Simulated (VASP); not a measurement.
# PbS (Fm-3m) in VASP: vibrations by perturbation theory with PBEsol

Aim: the vibrations by perturbation theory of PbS with PBEsol.

Everything below comes from runs of VASP 6.6.1. Logs are shortened: lines on timing, memory, paths and dates and some standing lists are left out, and cuts for length are marked.

### 1 The cell of the first run

The structure is cubic, space group Fm-3m (No. 225). The conventional cell has a = 5.903 Å, b = 5.903 Å, c = 5.903 Å, α = 90.00°, β = 90.00°, γ = 90.00°. Pb (site symmetry m-3m) has 6 S at 2.95 Å within 3.9 Å. Within 3.9 Å of S (site symmetry m-3m) lie 6 Pb at 2.95 Å.

### 2 Vibrations by perturbation theory, PBEsol (phonons by finite displacements)

Contents of INCAR:

```
ALGO = Normal
EDIFF = 1E-8
ENCUT = 520
GGA = PS
IBRION = 8
ISIF = 2
ISMEAR = 0
LASPH = T
LCHARG = T
LREAL = F
LWAVE = F
NBANDS = 17
NELM = 80
NSW = 1
PREC = Accurate
SIGMA = 0.05
```

Contents of KPOINTS:

```
k-points
0
Gamma
  10 10 10
```

Contents of POSCAR:

```
PbS
1.0
    0.0000000000      2.9515620869      2.9515620869
    2.9515620869      0.0000000000      2.9515620869
    2.9515620869      2.9515620869      0.0000000000
Pb S
1 1
Direct
    0.5000000000      0.5000000000      0.5000000000
    0.0000000000      0.0000000000      0.0000000000
```

Potentials or basis: VASP PAW PBE potentials, release 64 (Pb_d, S).

On the command line:

```bash
cat potpaw_PBE.64/Pb_d/POTCAR potpaw_PBE.64/S/POTCAR > POTCAR
mpirun -np 1 vasp_std > vasp.out
```

OUTCAR:

```text
EDIFF = 1E-8
   ENCUT = 520
   GGA = PS
   IBRION = 8
   ISIF = 2
   ISMEAR = 0
   LASPH = T
   LREAL = F
   NELM = 80
   NSW = 1
   PREC = Accurate

 ion  position               nearest neighbor table
   1  0.500  0.500  0.500-   2 2.95   2 2.95   2 2.95   2 2.95   2 2.95   2 2.95
   2  0.000  0.000  0.000-   1 2.95   1 2.95   1 2.95   1 2.95   1 2.95   1 2.95

  LATTYP: Found a face centered cubic cell.
 ALAT       =     5.9031241738

  Lattice vectors:

 A1 = (   0.0000000000,   2.9515620869,   2.9515620869)
 A2 = (   2.9515620869,   0.0000000000,   2.9515620869)
 A3 = (   2.9515620869,   2.9515620869,   0.0000000000)

Analysis of symmetry for initial positions (statically):
=====================================================================
 Subroutine PRICEL returns:
 Original cell was already a primitive cell.

 Routine SETGRP: Setting up the symmetry group for a
 face centered cubic supercell.

 Subroutine GETGRP returns: Found 48 space group operations
 (whereof 48 operations were pure point group operations)
 out of a pool of 48 trial point group operations.

The static configuration has the point symmetry O_h .

Analysis of symmetry for dynamics (positions and initial velocities):
=====================================================================
 Subroutine PRICEL returns:
 Original cell was already a primitive cell.

 Routine SETGRP: Setting up the symmetry group for a
 face centered cubic supercell.

 Subroutine GETGRP returns: Found 48 space group operations
 (whereof 48 operations were pure point group operations)
 out of a pool of 48 trial point group operations.

The dynamic configuration has the point symmetry O_h .

 Subroutine INISYM returns: Found 48 space group operations
 (whereof 48 operations are pure point group operations),
 and found     1 'primitive' translations

----------------------------------------------------------------------------------------

                                     Primitive cell

  volume of cell :      51.4264

  direct lattice vectors                    reciprocal lattice vectors
     0.000000000  2.951562087  2.951562087    -0.169401824  0.169401824  0.169401824
     2.951562087  0.000000000  2.951562087     0.169401824 -0.169401824  0.169401824
     2.951562087  2.951562087  0.000000000     0.169401824  0.169401824 -0.169401824

  length of vectors
     4.174139133  4.174139133  4.174139133     0.293412565  0.293412565  0.293412565

  position of ions in fractional coordinates (direct lattice)
     0.500000000  0.500000000  0.500000000
     0.000000000  0.000000000  0.000000000

  ion indices of the primitive-cell ions
   primitive index   ion index
                 1           1
                 2           2

----------------------------------------------------------------------------------------

 KPOINTS: k-points

Automatic generation of k-mesh.
 Grid dimensions read from file:
 generate k-points for:   10   10   10

 Generating k-lattice:

  Cartesian coordinates                     Fractional coordinates (reciprocal lattice)
    -0.016940182  0.016940182  0.016940182     0.100000000  0.000000000  0.000000000
     0.016940182 -0.016940182  0.016940182     0.000000000  0.100000000  0.000000000
     0.016940182  0.016940182 -0.016940182     0.000000000  0.000000000  0.100000000

[... 69 lines left out ...]
   EMIN   =  10.00;   EMAX   =-10.00  energy-range for DOS
   EFERMI =   0.00;   METHOD = LEGACY
   ISMEAR =     0;   SIGMA  =   0.05  broadening in eV -4-tet -1-fermi 0-gaus
   EFERMI_NEDOS =   21; number of points for ismear=-14 and -15
   IALGO  =     38    algorithm
   IMIX   =      4    mixing-type and parameters
     AMIX     =   0.40;   BMIX     =  1.00
     AMIX_MAG =   1.60;   BMIX_MAG =  1.00
  volume/ion in A,a.u.               =      25.71       173.52
  Fermi-wavevector in a.u.,A,eV,Ry     =   1.194968  2.258162 19.428416  1.427948
  Thomas-Fermi vector in A             =   2.330945
   LORBIT       =      0    0 simple, 1 ext, 2 COOP (PROOUT), +10 PAW based schemes
   GGA     = PS    functional components
   LHFCALC =     F    Hartree Fock is set to
   AEXX    =    0.0000 exact exchange contribution
   IVDW    =     0    specifies the selected vdW correction
   LEPSILON=     F    determine dielectric tensor
   LRPA    =     F    only Hartree local field effects (RPA)
 non-spin polarized calculation
 Gauss-broadening in eV      SIGMA  =   0.05
  energy-cutoff  :      520.00
  volume of cell :       51.43
 maximum number of plane-waves:      1411
   NGX = 15   NGY = 15   NGZ = 15

--------------------------------------- Ionic step        1  -------------------------------------------

 number of electron      19.9999997 magnetization

 Free energy of the ion-electron system (eV)
  ---------------------------------------------------
  ext. energy  EPLUGINS =         0.00000000
  ---------------------------------------------------
  free energy    TOTEN  =        -9.45683187 eV

  energy without entropy =       -9.45682767  energy(sigma->0) =       -9.45682977

 E-fermi :   5.9962     XC(G=0):  -9.9545

 val. band max:        5.8963771997   @ k =   0.5000   0.0000   0.0000
 cond. band min:       6.0959889632   @ k =   0.5000   0.0000   0.0000
 fundamental gap:      0.1996117635
 Fermi energy:         5.9961830795

 k-point     1 :       0.0000    0.0000    0.0000
  band No.  band energies     occupation
      1     -10.8888      2.00000
      2     -10.8888      2.00000
      3     -10.8888      2.00000
      4     -10.8759      2.00000
      5     -10.8759      2.00000
      6      -7.8557      2.00000
[... 457 lines left out ...]
      4     -10.8392      2.00000
      5     -10.8346      2.00000
      6      -6.5394      2.00000
[... 9 lines left out ...]
     16      16.8572      0.00000
     17      17.5043      0.00000

 [... further k-points ...]
[... 5 lines left out ...]
  --------------------------------------------------------------------------------------
  -------------------------------------------------------------------------------------
  Total       -0.0132962     -0.0132962     -0.0132962      0.0000000      0.0000000     -0.0000000
  in kB       -0.4142389     -0.4142389     -0.4142389      0.0000000      0.0000000     -0.0000000
  external PRESSURE =      -0.4142389 kB  Pullay stress =       0.0000000 kB

 VOLUME and BASIS-vectors are now :
 -----------------------------------------------------------------------------
  energy-cutoff  :      520.00
  volume of cell :       51.43
      direct lattice vectors                 reciprocal lattice vectors
     0.000000000  2.951562087  2.951562087    -0.169401824  0.169401824  0.169401824
     2.951562087  0.000000000  2.951562087     0.169401824 -0.169401824  0.169401824
     2.951562087  2.951562087  0.000000000     0.169401824  0.169401824 -0.169401824

 POSITION                                       TOTAL-FORCE (eV/Angst)
 -----------------------------------------------------------------------------------
      2.95156      2.95156      2.95156        -0.000000      0.000000      0.000000
      0.00000      0.00000      0.00000         0.000000     -0.000000     -0.000000
 -----------------------------------------------------------------------------------
    total drift:                                0.000000     -0.000000      0.000000

  FREE ENERGIE OF THE ION-ELECTRON SYSTEM (eV)
  ---------------------------------------------------
  free  energy   TOTEN  =        -9.4568318714 eV

  energy  without entropy=       -9.4568276734  energy(sigma->0) =       -9.45682977

[... ionic steps 2 to 3 ...]

--------------------------------------- Ionic step        4  -------------------------------------------

------------------------ aborting loop because EDIFF is reached ----------------------------------------

[... ionic steps 5 to 6 ...]

--------------------------------------- Ionic step        7  -------------------------------------------

 Free energy of the ion-electron system (eV)
  ---------------------------------------------------
  ---------------------------------------------------
  free energy    TOTEN  =        -0.10743652 eV

  energy without entropy =       -0.10743652

------------------------ aborting loop because EDIFF is reached ----------------------------------------

 INTERNAL STRAIN TENSOR  FOR ION    2  DIRECTION 1   (eV/Angst):
 -----------------------------------------------------------------------------
    -0.00803 -0.00000  0.00000
    -0.00000  0.00710  0.00000
    -0.00000  0.00000  0.00710

 INTERNAL STRAIN TENSOR FOR ION    2 for displacements in x,y,z  (eV/Angst):
          X           Y           Z          XY          YZ          ZX
  --------------------------------------------------------------------------------
  x     0.00000     0.00000     0.00000     0.00000     0.00000     0.00000
  y     0.00000     0.00000     0.00000     0.00000     0.00000     0.00000
  z     0.00000     0.00000     0.00000     0.00000     0.00000     0.00000

 SECOND DERIVATIVES (NOT SYMMETRIZED)
 ------------------------------------
               1X          1Y          1Z          2X          2Y          2Z
  1X    -0.437881    0.000000    0.000000    0.437881    0.000000    0.000000
  1Y     0.000000   -0.437881    0.000000    0.000000    0.437881    0.000000
  1Z     0.000000    0.000000   -0.437881    0.000000    0.000000    0.437881
  2X     0.434243    0.000000    0.000000   -0.434243    0.000000    0.000000
  2Y     0.000000    0.434243    0.000000    0.000000   -0.434243    0.000000
  2Z     0.000000    0.000000    0.434243    0.000000    0.000000   -0.434243

 Eigenvectors and eigenvalues of the dynamical matrix
 ----------------------------------------------------

   1 f  =    1.956071 THz    12.290354 2PiTHz   65.247492 cm-1     8.089654 meV
             X         Y         Z           dx          dy          dz
      2.951562  2.951562  2.951562     0.367411   -0.000000   -0.000000
      0.000000  0.000000  0.000000    -0.930059    0.000000   -0.000000
[... 21 lines left out ...]
   6 f/i=    0.002788 THz     0.017520 2PiTHz    0.093013 cm-1     0.011532 meV
             X         Y         Z           dx          dy          dz
      2.951562  2.951562  2.951562    -0.075302   -0.894962    0.241624
      0.000000  0.000000  0.000000    -0.029747   -0.353547    0.095451

--------------------------------------------------------------------------------------------------------

 ELASTIC MODULI CONTR FROM IONIC RELAXATION (kBar)
 Direction    XX          YY          ZZ          XY          YZ          ZX
 --------------------------------------------------------------------------------
 XX           0.0000      0.0000      0.0000      0.0000      0.0000      0.0000
 YY           0.0000      0.0000      0.0000      0.0000      0.0000      0.0000
 ZZ           0.0000      0.0000      0.0000      0.0000      0.0000      0.0000
 XY           0.0000      0.0000      0.0000      0.0000      0.0000      0.0000
 YZ           0.0000      0.0000      0.0000      0.0000      0.0000      0.0000
 ZX           0.0000      0.0000      0.0000      0.0000      0.0000      0.0000
 --------------------------------------------------------------------------------
```

Wall time 4.5 min (1 thread of Intel Xeon Platinum 8259CL at 2.50GHz (Skylake/Cascade Lake), shared host); peak memory 0.37 GiB.

Results:

- Highest phonon frequency at Γ, LO-TO splitting left out: 65 cm⁻¹

Phonon frequencies in cm⁻¹ (negative: imaginary):
| q point | frequencies |
| --- | --- |
| (0.000, 0.000, 0.000) | 0 0 0 65 65 65 |

Caveat: the cell differs from its parent crystal (phonons by finite displacements); the PAW data sets were made with another functional, which shifts forces and pressure a little; spin-orbit coupling is left out, which moves the levels of the heavy elements.
